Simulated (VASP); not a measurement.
# Ru16CO in VASP: single point with PBE+D3(BJ)

Aim: the single point of Ru16CO with PBE+D3(BJ).

All numbers are computed with VASP 6.6.1; they aren't measurements. Logs are shortened: lines on timing, memory, paths and dates and some standing lists are left out, and cuts for length are marked.

## 1. The cell of the first run

The cell holds a slab with vacuum, 18 atoms: a = 5.395 Å, b = 5.395 Å, c = 25.088 Å, α = 90.00°, β = 90.00°, γ = 120.00°.

## 2. Single point, PBE+D3(BJ)

File INCAR:

```
PREC = Accurate ; ENCUT = 520
EDIFF = 1E-7 ; ISMEAR = 0
SIGMA = 0.1 ; LREAL = Auto
LASPH = True ; NELM = 100
ALGO = Normal ; ISIF = 2
LWAVE = False ; LCHARG = True
LDIPOL = True ; IDIPOL = 3
DIPOL = 0.5 0.5 0.316 ; GGA = PE
IVDW = 12 ; LELF = True
LVHAR = True ; LVACPOTAV = True
NBANDS = 132
```

File KPOINTS:

```
regular mesh
0
Gamma
  6 6 1
```

File POSCAR:

```
Ru16CO
1.0
    5.3951895594      0.0000000000      0.0000000000
   -2.6975947797      4.6723712167      0.0000000000
    0.0000000000      0.0000000000     25.0883144398
Ru O C
16 1 1
Direct
    0.3333333333      0.1666666667      0.1594367772
    0.3333333333      0.6666666667      0.1594367772
    0.8333333333      0.1666666667      0.1594367772
    0.8333333333      0.6666666667      0.1594367772
    0.1666666667      0.3333333333      0.2444528113
    0.1666666667      0.8333333333      0.2444528113
    0.6666666667      0.3333333333      0.2444528113
    0.6666666667      0.8333333333      0.2444528113
    0.3333333333      0.1666666667      0.3293143402
    0.3333333333      0.6666666667      0.3293143402
    0.8333333333      0.1666666667      0.3293143402
    0.8333333333      0.6666666667      0.3293143402
    0.1666666667      0.3333333333      0.4120768840
    0.1666666667      0.8333333333      0.4120768840
    0.6666666667      0.3333333333      0.4120768840
    0.6666666667      0.8333333333      0.4120768840
    0.1666666667      0.3333333333      0.5316544669
    0.1666666667      0.3333333333      0.5774925404
```

Potentials or basis: VASP PAW PBE potentials, release 64 (Ru_pv, O, C).

On the command line:

```
$ cat potpaw_PBE.64/Ru_pv/POTCAR potpaw_PBE.64/O/POTCAR potpaw_PBE.64/C/POTCAR > POTCAR
$ mpirun -np 1 vasp_std > vasp.out
```

OUTCAR:

```text
PREC = Accurate
   ENCUT = 520
   EDIFF = 1E-7
   ISMEAR = 0
   LREAL = Auto
   LASPH = True
   NELM = 100
   ISIF = 2
   GGA = PE
   IVDW = 12
 IVDW          = 12

 ion  position               nearest neighbor table
   1  0.333  0.167  0.159-   5 2.64   7 2.64   6 2.64   3 2.70   3 2.70   2 2.70   2 2.70   4 2.70
                             4 2.70
   2  0.333  0.667  0.159-   6 2.64   8 2.64   5 2.64   4 2.70   4 2.70   3 2.70   1 2.70   1 2.70
                             3 2.70
   3  0.833  0.167  0.159-   7 2.64   5 2.64   8 2.64   1 2.70   1 2.70   2 2.70   4 2.70   4 2.70
                             2 2.70
   4  0.833  0.667  0.159-   8 2.64   6 2.64   7 2.64   2 2.70   2 2.70   1 2.70   3 2.70   3 2.70
                             1 2.70
   5  0.167  0.333  0.244-   9 2.64  11 2.64  10 2.64   1 2.64   3 2.64   2 2.64   7 2.70   7 2.70
                             6 2.70   6 2.70   8 2.70   8 2.70
   6  0.167  0.833  0.244-  10 2.64  12 2.64   9 2.64   2 2.64   4 2.64   1 2.64   8 2.70   8 2.70
                             7 2.70   5 2.70   5 2.70   7 2.70
   7  0.667  0.333  0.244-  11 2.64   9 2.64  12 2.64   3 2.64   1 2.64   4 2.64   5 2.70   5 2.70
                             6 2.70   8 2.70   8 2.70   6 2.70
   8  0.667  0.833  0.244-  12 2.64  10 2.64  11 2.64   4 2.64   2 2.64   3 2.64   6 2.70   6 2.70
                             5 2.70   7 2.70   7 2.70   5 2.70
   9  0.333  0.167  0.329-  13 2.60  15 2.60  14 2.60   5 2.64   7 2.64   6 2.64  11 2.70  11 2.70
                            10 2.70  10 2.70  12 2.70  12 2.70
  10  0.333  0.667  0.329-  14 2.60  16 2.60  13 2.60   6 2.64   8 2.64   5 2.64  12 2.70  12 2.70
                            11 2.70   9 2.70   9 2.70  11 2.70
  11  0.833  0.167  0.329-  15 2.60  13 2.60  16 2.60   7 2.64   5 2.64   8 2.64   9 2.70   9 2.70
                            10 2.70  12 2.70  12 2.70  10 2.70
  12  0.833  0.667  0.329-  16 2.60  14 2.60  15 2.60   8 2.64   6 2.64   7 2.64  10 2.70  10 2.70
                             9 2.70  11 2.70  11 2.70   9 2.70
  13  0.167  0.333  0.412-   9 2.60  11 2.60  10 2.60  15 2.70  15 2.70  16 2.70  14 2.70  14 2.70
                            16 2.70
  14  0.167  0.833  0.412-  10 2.60  12 2.60   9 2.60  16 2.70  16 2.70  13 2.70  13 2.70  15 2.70
                            15 2.70
  15  0.667  0.333  0.412-  11 2.60   9 2.60  12 2.60  13 2.70  13 2.70  16 2.70  16 2.70  14 2.70
                            14 2.70
  16  0.667  0.833  0.412-  12 2.60  10 2.60  11 2.60  14 2.70  14 2.70  15 2.70  15 2.70  13 2.70
                            13 2.70
  17  0.167  0.333  0.532-  18 1.15
  18  0.167  0.333  0.577-  17 1.15

  LATTYP: Found a hexagonal cell.
 ALAT       =     5.3951895594
 C/A-ratio  =     4.6501265921

  Lattice vectors:

 A1 = (   5.3951895594,   0.0000000000,   0.0000000000)
 A2 = (  -2.6975947797,   4.6723712167,   0.0000000000)
 A3 = (   0.0000000000,   0.0000000000,  25.0883144398)

Analysis of symmetry for initial positions (statically):
=====================================================================
 Subroutine PRICEL returns:
 Original cell was already a primitive cell.

 Routine SETGRP: Setting up the symmetry group for a
 hexagonal supercell.

 Subroutine GETGRP returns: Found  6 space group operations
 (whereof  2 operations were pure point group operations)
 out of a pool of 24 trial point group operations.

The static configuration has the point symmetry C_1h.
 The point group associated with its full space group is C_3v.

Analysis of symmetry for dynamics (positions and initial velocities):
=====================================================================
 Subroutine PRICEL returns:
 Original cell was already a primitive cell.

 Routine SETGRP: Setting up the symmetry group for a
 hexagonal supercell.

 Subroutine GETGRP returns: Found  6 space group operations
 (whereof  2 operations were pure point group operations)
 out of a pool of 24 trial point group operations.

The dynamic configuration has the point symmetry C_1h.
 The point group associated with its full space group is C_3v.

 Subroutine INISYM returns: Found  6 space group operations
 (whereof  2 operations are pure point group operations),
 and found     1 'primitive' translations

----------------------------------------------------------------------------------------

                                     Primitive cell

  volume of cell :     632.4345

  direct lattice vectors                    reciprocal lattice vectors
     5.395189559  0.000000000  0.000000000     0.185350299  0.107012045  0.000000000
    -2.697594780  4.672371217  0.000000000     0.000000000  0.214024090  0.000000000
     0.000000000  0.000000000 25.088314440     0.000000000  0.000000000  0.039859194

  length of vectors
     5.395189559  5.395189559 25.088314440     0.214024090  0.214024090  0.039859194

  position of ions in fractional coordinates (direct lattice)
     0.333333333  0.166666667  0.159436777
     0.333333333  0.666666667  0.159436777
     0.833333333  0.166666667  0.159436777
     0.833333333  0.666666667  0.159436777
     0.166666667  0.333333333  0.244452811
     0.166666667  0.833333333  0.244452811
[... 10 lines left out ...]
     0.166666667  0.333333333  0.531654467
     0.166666667  0.333333333  0.577492540

  ion indices of the primitive-cell ions
   primitive index   ion index
                 1           1
                 2           2
                 3           3
                 4           4
                 5           5
                 6           6
[... 10 lines left out ...]
                17          17
                18          18

----------------------------------------------------------------------------------------

 KPOINTS: regular mesh

Automatic generation of k-mesh.
 Grid dimensions read from file:
 generate k-points for:    6    6    1

 Generating k-lattice:

  Cartesian coordinates                     Fractional coordinates (reciprocal lattice)
     0.030891717  0.017835341  0.000000000     0.166666667  0.000000000  0.000000000
     0.000000000  0.035670682  0.000000000     0.000000000  0.166666667  0.000000000
     0.000000000  0.000000000  0.039859194     0.000000000  0.000000000  1.000000000

  Length of vectors
     0.035670682  0.035670682  0.039859194

  Shift w.r.t. Gamma in fractional coordinates (k-lattice)
     0.000000000  0.000000000  0.000000000

 Subroutine IBZKPT returns following result:
 ===========================================

 Found      7 irreducible k-points:

 Following reciprocal coordinates:
            Coordinates               Weight
  0.000000  0.000000  0.000000      1.000000
  0.166667 -0.000000  0.000000      6.000000
  0.333333 -0.000000  0.000000      6.000000
  0.500000 -0.000000  0.000000      3.000000
  0.166667  0.166667  0.000000      6.000000
  0.333333  0.166667  0.000000     12.000000
  0.333333  0.333333  0.000000      2.000000
   k-points           NKPTS =      7   k-points in BZ     NKDIM =      7   number of bands    NBANDS=    132
   number of dos      NEDOS =    301   number of ions     NIONS =     18
   total plane-waves  NPLWV = 307200
   dimension x,y,z NGX =    40 NGY =   40 NGZ =  192
   dimension x,y,z NGXF=    80 NGYF=   80 NGZF=  384
   ions per type =              16   1   1
   NGX,Y,Z   is equivalent  to a cutoff of  12.33, 12.33, 12.72 a.u.
   NGXF,Y,Z  is equivalent  to a cutoff of  24.65, 24.65, 25.45 a.u.
 SYSTEM =  unknown system
   PREC   = accura    normal or accurate (medium, high low for compatibility)
   ISTART =      0    job   : 0-new  1-cont  2-samecut
   ICHARG =      2    charge: 1-file 2-atom 10-const
   ISPIN  =      1    spin polarized calculation?
   LNONCOLLINEAR =      F non collinear calculations
   LSORBIT =      F    spin-orbit coupling
   LASPH  =      T    aspherical Exc in radial PAW
   ENCUT  =  520.0 eV  38.22 Ry    6.18 a.u.  10.03 10.03 46.65*2*pi/ulx,y,z
   NELM   =    100;   NELMIN=  2; NELMDL= -5     # of ELM steps
   EDIFF  = 0.1E-06   stopping-criterion for ELM
   LREAL  =      T    real-space projection
   EDIFFG = 0.1E-05   stopping-criterion for IOM
   NSW    =      0    number of steps for IOM
   IBRION =     -1    ionic relax: 0-MD 1-quasi-New 2-CG
   NFREE  =      0    steps in history (QN), initial steepest desc. (CG)
   ISIF   =      2    stress and relaxation
   ISYM   =      2    0-nonsym 1-usesym 2-fastsym
   POTIM  = 0.5000    time-step for ionic-motion
   TEBEG  =    0.0;   TEEND  =   0.0 temperature during run
   PSTRESS=    0.0 pullay stress
   NELECT =     234.0000    total number of electrons
   NUPDOWN=      -1.0000    fix difference up-down
   EMIN   =  10.00;   EMAX   =-10.00  energy-range for DOS
   EFERMI =   0.00;   METHOD = LEGACY
   ISMEAR =     0;   SIGMA  =   0.10  broadening in eV -4-tet -1-fermi 0-gaus
   EFERMI_NEDOS =   21; number of points for ismear=-14 and -15
   IALGO  =     38    algorithm
   IMIX   =      4    mixing-type and parameters
     AMIX     =   0.40;   BMIX     =  1.00
     AMIX_MAG =   1.60;   BMIX_MAG =  1.00
  volume/ion in A,a.u.               =      35.14       237.10
  Fermi-wavevector in a.u.,A,eV,Ry     =   1.175281  2.220958 18.793520  1.381285
  Thomas-Fermi vector in A             =   2.311664
   LORBIT       =      0    0 simple, 1 ext, 2 COOP (PROOUT), +10 PAW based schemes
   GGA     = PE    functional components
   LHFCALC =     F    Hartree Fock is set to
   AEXX    =    0.0000 exact exchange contribution
   IVDW    =    12    specifies the selected vdW correction
   LEPSILON=     F    determine dielectric tensor
   LRPA    =     F    only Hartree local field effects (RPA)
 non-spin polarized calculation
 Gauss-broadening in eV      SIGMA  =   0.10
  energy-cutoff  :      520.00
  volume of cell :      632.43
 maximum number of plane-waves:     17052
   NGX = 21   NGY = 21   NGZ = 93

 dipolmoment           0.000000      0.000000      0.000057 electrons x Angstroem

 number of electron     234.0000036 magnetization

 dipolmoment           0.000000      0.000000     -0.028327 electrons x Angstroem

 Free energy of the ion-electron system (eV)
  ---------------------------------------------------
  ext. energy  EPLUGINS =         0.00000000
  ---------------------------------------------------
  free energy    TOTEN  =      -154.11108737 eV

  energy without entropy =     -154.01483947  energy(sigma->0) =     -154.06296342

 E-fermi :   1.5035     XC(G=0):  -6.1503

 val. band max:        1.4978056072   @ k =   0.5000  -0.0000   0.0000
 cond. band min:       1.5248013848   @ k =   0.3333  -0.0000   0.0000
 fundamental gap:      0.0269957775
 Fermi energy:         1.5035431851

 k-point     1 :       0.0000    0.0000    0.0000
  band No.  band energies     occupation
      1     -42.1988      2.00000
      2     -42.1921      2.00000
      3     -42.1921      2.00000
      4     -42.1690      2.00000
      5     -42.1214      2.00000
      6     -42.1214      2.00000
[... 121 lines left out ...]
    128       2.9249      0.00000
    129       2.9249      0.00000

 k-point     2 :       0.1667   -0.0000    0.0000
  band No.  band energies     occupation
      1     -42.1693      2.00000
      2     -42.1641      2.00000
      3     -42.1512      2.00000
      4     -42.1463      2.00000
      5     -42.0973      2.00000
      6     -42.0970      2.00000
[... 781 lines left out ...]
    128       2.3404      0.00000
    129       2.3617      0.00000
 [bands above 129 left out]

------------------------ aborting loop because EDIFF is reached ----------------------------------------

 Edisp (eV)   -7.56899

 E8    (eV) :    -3.5515

  FORCE on cell =-STRESS in cart. coord.  units (eV):
  Direction    XX          YY          ZZ          XY          YZ          ZX
  --------------------------------------------------------------------------------------
  -------------------------------------------------------------------------------------
  Total     -11.76511   -11.76511    -4.88818     0.00000    -0.00000     0.00000
  in kB     -29.80514   -29.80514   -12.38347     0.00000    -0.00000     0.00000
  external pressure =      -24.00 kB  Pullay stress =        0.00 kB

 VOLUME and BASIS-vectors are now :
 -----------------------------------------------------------------------------
  energy-cutoff  :      520.00
  volume of cell :      632.43
      direct lattice vectors                 reciprocal lattice vectors
     5.395189559  0.000000000  0.000000000     0.185350299  0.107012045  0.000000000
    -2.697594780  4.672371217  0.000000000     0.000000000  0.214024090  0.000000000
     0.000000000  0.000000000 25.088314440     0.000000000  0.000000000  0.039859194

 POSITION                                       TOTAL-FORCE (eV/Angst)
 -----------------------------------------------------------------------------------
      1.34880      0.77873      4.00000         0.007623     -0.004401      0.517733
     -0.00000      3.11491      4.00000        -0.000000      0.008802      0.517733
      4.04639      0.77873      4.00000        -0.007623     -0.004401      0.517733
      2.69759      3.11491      4.00000        -0.000000      0.000000      0.513005
      0.00000      1.55746      6.13291        -0.000000      0.000000     -0.520091
     -1.34880      3.89364      6.13291        -0.007995     -0.004616     -0.531179
[... 10 lines left out ...]
      0.00000      1.55746     13.33831        -0.000000     -0.000000      0.709954
      0.00000      1.55746     14.48831        -0.000000      0.000000     -0.633380
 -----------------------------------------------------------------------------------
    total drift:                                0.000002     -0.000001     -0.004969

  FREE ENERGIE OF THE ION-ELECTRON SYSTEM (eV)
  ---------------------------------------------------
  free  energy   TOTEN  =      -161.6800756688 eV

  energy  without entropy=     -161.5838277672  energy(sigma->0) =     -161.63195172

 vacuum level on the upper side and lower side of the slab         6.379         6.583
```

It took 39 min on 1 thread of AMD EPYC 7R43 (Zen 3), shared host; peak memory 0.8 GiB.

What came out:

```
Free energy                : -161.6801 eV
Largest force              : 0.710 eV/Å
Band gap on the k mesh     : zero (band 117 reaches 2.50 eV, above the bottom of band 118 at 1.24 eV)
Dispersion energy per atom : -0.420 eV
```

Forces on the atoms (eV/Å):
```
Ru   0.008 -0.004  0.518
Ru   0.000  0.009  0.518
Ru  -0.008 -0.004  0.518
Ru   0.000  0.000  0.513
Ru   0.000  0.000 -0.520
Ru  -0.008 -0.005 -0.531
Ru   0.000  0.009 -0.531
Ru   0.008 -0.005 -0.531
Ru   0.054 -0.031  0.010
Ru   0.000  0.062  0.010
Ru  -0.054 -0.031  0.010
Ru   0.000  0.000 -0.072
Ru   0.000  0.000  0.073
Ru  -0.006 -0.004 -0.020
Ru   0.000  0.007 -0.020
Ru   0.006 -0.004 -0.020
O    0.000  0.000  0.710
C    0.000  0.000 -0.633
```
